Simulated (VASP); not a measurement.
# Hg (P6_3/mmc) in VASP: a series of runs

Hg is run at these levels: PBE; tasks: single point.

All numbers are computed with VASP 6.6.1; they aren't measurements. Logs are shortened: lines on timing, memory, paths and dates and some standing lists are left out, and cuts for length are marked.

## 1. The cell of the first run

Symmetry: P6_3/mmc, No. 194, hexagonal system. Conventional cell: a = 3.584 Å, b = 3.584 Å, c = 11.319 Å, α = 90.00°, β = 90.00°, γ = 120.00°. Within 4.6 Å of Hg (site symmetry -3m) lie 12 Hg at 3.51 to 3.58 Å. Hg (site symmetry -6m2) has 12 Hg at 3.51 to 3.58 Å within 4.6 Å.

## 2. Single point, PBE

The input, INCAR:

```
ALGO = Normal
EDIFF = 1E-6
ENCUT = 520
GGA = PE
ISIF = 2
ISMEAR = 0
LASPH = T
LCHARG = F
LREAL = F
LWAVE = F
NBANDS = 32
NELM = 60
PREC = Accurate
SIGMA = 0.1
```

The input, KPOINTS:

```
k-points
0
Gamma
  12 12 4
```

The input, POSCAR:

```
Hg
1.0
    3.5838757076      0.0000000000      0.0000000000
   -1.7919378538      3.1037274068      0.0000000000
    0.0000000000      0.0000000000     11.3192043242
Hg
4
Direct
    0.0000000000      0.0000000000      0.0000000000
    0.3333333333      0.6666666667      0.2500000000
    0.0000000000      0.0000000000      0.5000000000
    0.6666666667      0.3333333333      0.7500000000
```

Potentials or basis: VASP PAW PBE potentials, release 64 (Hg).

On the command line:

```
$ cat potpaw_PBE.64/Hg/POTCAR > POTCAR
$ mpirun -np 1 vasp_std > vasp.out
```

OUTCAR:

```text
EDIFF = 1E-6
   ENCUT = 520
   GGA = PE
   ISIF = 2
   ISMEAR = 0
   LASPH = T
   LREAL = F
   NELM = 60
   PREC = Accurate

 ion  position               nearest neighbor table
   1  0.000  0.000  0.000-   2 3.51   4 3.51   4 3.51   2 3.51   4 3.51   2 3.51
   2  0.333  0.667  0.250-   1 3.51   3 3.51   1 3.51   3 3.51   1 3.51   3 3.51
   3  0.000  0.000  0.500-   2 3.51   4 3.51   4 3.51   2 3.51   4 3.51   2 3.51
   4  0.667  0.333  0.750-   1 3.51   3 3.51   1 3.51   3 3.51   1 3.51   3 3.51

  LATTYP: Found a hexagonal cell.
 ALAT       =     3.5838757076
 C/A-ratio  =     3.1583696667

  Lattice vectors:

 A1 = (   3.5838757076,   0.0000000000,   0.0000000000)
 A2 = (  -1.7919378538,   3.1037274068,   0.0000000000)
 A3 = (   0.0000000000,   0.0000000000,  11.3192043242)

Analysis of symmetry for initial positions (statically):
=====================================================================
 Subroutine PRICEL returns:
 Original cell was already a primitive cell.

 Routine SETGRP: Setting up the symmetry group for a
 hexagonal supercell.

 Subroutine GETGRP returns: Found 24 space group operations
 (whereof 12 operations were pure point group operations)
 out of a pool of 24 trial point group operations.

The static configuration has the point symmetry D_3d.
 The point group associated with its full space group is D_6h.

Analysis of symmetry for dynamics (positions and initial velocities):
=====================================================================
 Subroutine PRICEL returns:
 Original cell was already a primitive cell.

 Routine SETGRP: Setting up the symmetry group for a
 hexagonal supercell.

 Subroutine GETGRP returns: Found 24 space group operations
 (whereof 12 operations were pure point group operations)
 out of a pool of 24 trial point group operations.

The dynamic configuration has the point symmetry D_3d.
 The point group associated with its full space group is D_6h.

 Subroutine INISYM returns: Found 24 space group operations
 (whereof 12 operations are pure point group operations),
 and found     1 'primitive' translations

----------------------------------------------------------------------------------------

                                     Primitive cell

  volume of cell :     125.9077

  direct lattice vectors                    reciprocal lattice vectors
     3.583875708  0.000000000  0.000000000     0.279027534  0.161096622  0.000000000
    -1.791937854  3.103727407  0.000000000     0.000000000  0.322193243  0.000000000
     0.000000000  0.000000000 11.319204324     0.000000000  0.000000000  0.088345432

  length of vectors
     3.583875708  3.583875708 11.319204324     0.322193243  0.322193243  0.088345432

  position of ions in fractional coordinates (direct lattice)
     0.000000000  0.000000000  0.000000000
     0.333333333  0.666666667  0.250000000
     0.000000000  0.000000000  0.500000000
     0.666666667  0.333333333  0.750000000

  ion indices of the primitive-cell ions
   primitive index   ion index
                 1           1
                 2           2
                 3           3
                 4           4

----------------------------------------------------------------------------------------

 KPOINTS: k-points

Automatic generation of k-mesh.
 Grid dimensions read from file:
 generate k-points for:   12   12    4

 Generating k-lattice:

  Cartesian coordinates                     Fractional coordinates (reciprocal lattice)
     0.023252294  0.013424718  0.000000000     0.083333333  0.000000000  0.000000000
     0.000000000  0.026849437  0.000000000     0.000000000  0.083333333  0.000000000
     0.000000000  0.000000000  0.022086358     0.000000000  0.000000000  0.250000000

  Length of vectors
     0.026849437  0.026849437  0.022086358

  Shift w.r.t. Gamma in fractional coordinates (k-lattice)
     0.000000000  0.000000000  0.000000000

 Subroutine IBZKPT returns following result:
 ===========================================

 Found     57 irreducible k-points:

 Following reciprocal coordinates:
            Coordinates               Weight
  0.000000  0.000000  0.000000      1.000000
  0.083333  0.000000  0.000000      6.000000
  0.166667  0.000000  0.000000      6.000000
  0.250000  0.000000  0.000000      6.000000
  0.333333  0.000000  0.000000      6.000000
  0.416667  0.000000  0.000000      6.000000
[... 16 lines left out ...]
  0.250000  0.000000  0.250000     12.000000
  0.333333  0.000000  0.250000     12.000000
 [... further k-points ...]
   k-points           NKPTS =     57   k-points in BZ     NKDIM =     57   number of bands    NBANDS=     32
   number of dos      NEDOS =    301   number of ions     NIONS =      4
   total plane-waves  NPLWV =  65856
   dimension x,y,z NGX =    28 NGY =   28 NGZ =   84
   dimension x,y,z NGXF=    56 NGYF=   56 NGZF=  168
   ions per type =               4
   NGX,Y,Z   is equivalent  to a cutoff of  12.99, 12.99, 12.34 a.u.
   NGXF,Y,Z  is equivalent  to a cutoff of  25.98, 25.98, 24.67 a.u.
 SYSTEM =  unknown system
   PREC   = accura    normal or accurate (medium, high low for compatibility)
   ISTART =      0    job   : 0-new  1-cont  2-samecut
   ICHARG =      2    charge: 1-file 2-atom 10-const
   ISPIN  =      1    spin polarized calculation?
   LNONCOLLINEAR =      F non collinear calculations
   LSORBIT =      F    spin-orbit coupling
   LASPH  =      T    aspherical Exc in radial PAW
   ENCUT  =  520.0 eV  38.22 Ry    6.18 a.u.   6.66  6.66 21.05*2*pi/ulx,y,z
   NELM   =     60;   NELMIN=  2; NELMDL= -5     # of ELM steps
   EDIFF  = 0.1E-05   stopping-criterion for ELM
   LREAL  =      F    real-space projection
   EDIFFG = 0.1E-04   stopping-criterion for IOM
   NSW    =      0    number of steps for IOM
   IBRION =     -1    ionic relax: 0-MD 1-quasi-New 2-CG
   NFREE  =      0    steps in history (QN), initial steepest desc. (CG)
   ISIF   =      2    stress and relaxation
   ISYM   =      2    0-nonsym 1-usesym 2-fastsym
   POTIM  = 0.5000    time-step for ionic-motion
   TEBEG  =    0.0;   TEEND  =   0.0 temperature during run
   PSTRESS=    0.0 pullay stress
   NELECT =      48.0000    total number of electrons
   NUPDOWN=      -1.0000    fix difference up-down
   EMIN   =  10.00;   EMAX   =-10.00  energy-range for DOS
   EFERMI =   0.00;   METHOD = LEGACY
   ISMEAR =     0;   SIGMA  =   0.10  broadening in eV -4-tet -1-fermi 0-gaus
   EFERMI_NEDOS =   21; number of points for ismear=-14 and -15
   IALGO  =     38    algorithm
   IMIX   =      4    mixing-type and parameters
     AMIX     =   0.40;   BMIX     =  1.00
     AMIX_MAG =   1.60;   BMIX_MAG =  1.00
  volume/ion in A,a.u.               =      31.48       212.42
  Fermi-wavevector in a.u.,A,eV,Ry     =   1.187056  2.243210 19.171987  1.409101
  Thomas-Fermi vector in A             =   2.323215
   LORBIT       =      0    0 simple, 1 ext, 2 COOP (PROOUT), +10 PAW based schemes
   GGA     = PE    functional components
   LHFCALC =     F    Hartree Fock is set to
   AEXX    =    0.0000 exact exchange contribution
   IVDW    =     0    specifies the selected vdW correction
   LEPSILON=     F    determine dielectric tensor
   LRPA    =     F    only Hartree local field effects (RPA)
 non-spin polarized calculation
 Gauss-broadening in eV      SIGMA  =   0.10
  energy-cutoff  :      520.00
  volume of cell :      125.91
 maximum number of plane-waves:      3438
 NGX is ok and might be reduce to    28
   NGX = 13   NGY = 13   NGZ = 43

 number of electron      48.0000005 magnetization

 Free energy of the ion-electron system (eV)
  ---------------------------------------------------
  ext. energy  EPLUGINS =         0.00000000
  ---------------------------------------------------
  free energy    TOTEN  =        -0.73955999 eV

  energy without entropy =       -0.73948404  energy(sigma->0) =       -0.73952202

 E-fermi :   0.3365     XC(G=0):  -9.3110

 val. band max:        0.1625141144   @ k =   0.2500   0.2500   0.0000
 cond. band min:       0.4487817441   @ k =   0.0000   0.0000   0.0000
 fundamental gap:      0.2862676297
 Fermi energy:         0.3364801404

 k-point     1 :       0.0000    0.0000    0.0000
  band No.  band energies     occupation
      1      -6.1846      2.00000
      2      -5.8884      2.00000
      3      -5.7049      2.00000
      4      -5.6986      2.00000
      5      -5.4673      2.00000
      6      -5.4673      2.00000
[... 24 lines left out ...]
     31      11.6353      0.00000
     32      11.6425      0.00000

 k-point     2 :       0.0833    0.0000    0.0000
  band No.  band energies     occupation
      1      -6.0698      2.00000
      2      -5.8446      2.00000
      3      -5.6548      2.00000
      4      -5.6430      2.00000
      5      -5.4775      2.00000
      6      -5.4753      2.00000
[... 24 lines left out ...]
     31      10.4635      0.00000
     32      11.2900      0.00000

 k-point     3 :       0.1667    0.0000    0.0000
  band No.  band energies     occupation
      1      -5.7997      2.00000
      2      -5.7539      2.00000
      3      -5.5911      2.00000
      4      -5.5747      2.00000
      5      -5.4967      2.00000
      6      -5.4783      2.00000
[... 24 lines left out ...]
     31       9.1088      0.00000
     32      10.3713      0.00000

 k-point     4 :       0.2500    0.0000    0.0000
  band No.  band energies     occupation
      1      -5.7584      2.00000
      2      -5.7395      2.00000
      3      -5.6273      2.00000
      4      -5.6052      2.00000
      5      -5.5809      2.00000
      6      -5.4267      2.00000
[... 24 lines left out ...]
     31       8.1611      0.00000
     32       8.6049      0.00000

 k-point     5 :       0.3333    0.0000    0.0000
  band No.  band energies     occupation
      1      -5.8278      2.00000
      2      -5.8182      2.00000
      3      -5.7715      2.00000
      4      -5.6567      2.00000
      5      -5.6424      2.00000
      6      -5.4689      2.00000
[... 584 lines left out ...]
     31      10.7993      0.00000
     32      10.9866      0.00000

 k-point    22 :       0.1667    0.0000    0.2500
  band No.  band energies     occupation
      1      -5.7537      2.00000
      2      -5.7414      2.00000
      3      -5.6504      2.00000
      4      -5.5399      2.00000
      5      -5.5158      2.00000
      6      -5.4754      2.00000
[... 24 lines left out ...]
     31       9.6367      0.00000
     32       9.9306      0.00000

 k-point    23 :       0.2500    0.0000    0.2500
  band No.  band energies     occupation
      1      -5.7479      2.00000
      2      -5.7305      2.00000
      3      -5.6718      2.00000
      4      -5.6182      2.00000
      5      -5.5410      2.00000
      6      -5.4791      2.00000
[... 24 lines left out ...]
     31       8.2652      0.00000
     32       9.0648      0.00000

 k-point    24 :       0.3333    0.0000    0.2500
  band No.  band energies     occupation
      1      -5.8224      2.00000
      2      -5.7982      2.00000
      3      -5.7308      2.00000
      4      -5.7189      2.00000
      5      -5.6374      2.00000
      6      -5.5367      2.00000
[... 24 lines left out ...]
     31       7.5150      0.00000
     32       8.3582      0.00000

 [... further k-points ...]
[... 5 lines left out ...]
  --------------------------------------------------------------------------------------
  -------------------------------------------------------------------------------------
  Total        0.0099014      0.0099014     -0.0321369      0.0000000      0.0000000      0.0000000
  in kB        0.1259951      0.1259951     -0.4089419      0.0000000      0.0000000      0.0000000
  external PRESSURE =      -0.0523172 kB  Pullay stress =       0.0000000 kB

 VOLUME and BASIS-vectors are now :
 -----------------------------------------------------------------------------
  energy-cutoff  :      520.00
  volume of cell :      125.91
      direct lattice vectors                 reciprocal lattice vectors
     3.583875708  0.000000000  0.000000000     0.279027534  0.161096622  0.000000000
    -1.791937854  3.103727407  0.000000000     0.000000000  0.322193243  0.000000000
     0.000000000  0.000000000 11.319204324     0.000000000  0.000000000  0.088345432

 POSITION                                       TOTAL-FORCE (eV/Angst)
 -----------------------------------------------------------------------------------
      0.00000      0.00000      0.00000        -0.000000      0.000000      0.000000
     -0.00000      2.06915      2.82980         0.000000      0.000000      0.000000
      0.00000      0.00000      5.65960        -0.000000      0.000000      0.000000
      1.79194      1.03458      8.48940        -0.000000     -0.000000     -0.000000
 -----------------------------------------------------------------------------------
    total drift:                                0.000000     -0.000000      0.000000

  FREE ENERGIE OF THE ION-ELECTRON SYSTEM (eV)
  ---------------------------------------------------
  free  energy   TOTEN  =        -0.7395599907 eV

  energy  without entropy=       -0.7394840406  energy(sigma->0) =       -0.73952202
```

It took 98 s on 1 thread of Intel Xeon 6975P-C (Granite Rapids), shared host; peak memory 0.34 GiB.

Results:

```
Free energy            : -0.7396 eV
Pressure               : 0.0 GPa
Band gap on the k mesh : 0.29 eV, indirect (least direct gap 0.77 eV)
```

Caveat: spin-orbit coupling is left out, which moves the levels of the heavy elements. A k mesh can miss the band edges.

## 3. Single point, PBE

The input, INCAR:

```
SYSTEM = Hg
ALGO = Normal ; EDIFF = 1E-6
ENCUT = 520 ; GGA = PE
ISIF = 2 ; ISMEAR = 0
LASPH = .True. ; LCHARG = .False.
LREAL = .False. ; LWAVE = .False.
NBANDS = 32 ; NELM = 100
PREC = Accurate ; SIGMA = 0.01
```

The input, KPOINTS:

```
k-points
0
Gamma
  12 12 4
  0 0 0
```

POSCAR is that of step 2.

Potentials or basis: VASP PAW PBE potentials, release 64 (Hg).

On the command line:

```
$ cat potpaw_PBE.64/Hg/POTCAR > POTCAR
$ mpirun -np 1 vasp_std > vasp.out
```

Run time: 92 s. Hardware: 1 thread of Intel Xeon 6975P-C (Granite Rapids), shared host; peak memory 0.33 GiB.

The run converged. Its results:

| Item | Value |
| --- | --- |
| Free energy | -0.7395 eV |
| Pressure | 0.0 GPa |
| Band gap on the k mesh | 0.29 eV, indirect (least direct gap 0.77 eV) |

Levels at points of the mesh, in eV from the valence-band top:
| k point | band 22 | band 23 | band 24 | band 25 | band 26 | band 27 |
| --- | --- | --- | --- | --- | --- | --- |
| (0.00, 0.00, 0.00) | -4.80 | -4.79 | -1.14 | 0.29 | 6.49 | 6.50 |
| (0.50, 0.00, 0.00) | -1.65 | -0.95 | -0.38 | 0.38 | 0.72 | 2.98 |
| (0.00, 0.00, 0.50) | -5.04 | -3.03 | -3.03 | 2.82 | 2.82 | 10.60 |
| (0.50, 0.00, 0.50) | -1.69 | -1.03 | -1.03 | 1.47 | 1.47 | 2.06 |

Caveat: spin-orbit coupling is left out, which moves the levels of the heavy elements. A k mesh can miss the band edges.
